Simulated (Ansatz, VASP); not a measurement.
One calculation of VH2, two programs

```
V H
1.0
     0.00000    2.09383    2.09383
     2.09383    0.00000    2.09383
     2.09383    2.09383    0.00000
V H
1 2
Cartesian
  0.0000 0.0000 0.0000
  1.0469 1.0469 1.0469
  3.1407 3.1407 3.1407
```

Alike in both runs: functional r2SCAN; k mesh 14 × 14 × 14; occupations gaussian, width 0.1 eV; collinear spin.

Ansatz relaxed the structure, and its values are those at the end. VASP's run is a single point on that final structure, the one shown.

|  | VASP | Ansatz |
| --- | --- | --- |
| version | VASP 6.6.1 | Ansatz 0.2.0 |
| potentials or method | VASP PAW PBE potentials, release 64 (V_sv, H), cutoff 520 eV | scalar-relativistic, plane waves, PAW |
| valence electrons in the cell | 15 | 15 |

|  | VASP | Ansatz | Ansatz less VASP |
| --- | --- | --- | --- |
| gap on the k mesh at the Fermi level (eV) | none | none | - |
| pressure (GPa) | 0.4 | 0.0 | -0.44 |
| net moment per atom (μB) | 0.00 | 0.00 | 0.000 |

VASP's potentials were made for PBE, not for r2SCAN. A gap of «none» marks a metal or a gap that the smearing closes. With one functional, cell and mesh, what is left measures potentials, basis and numerics. Ansatz's warnings: seeded moment not kept.
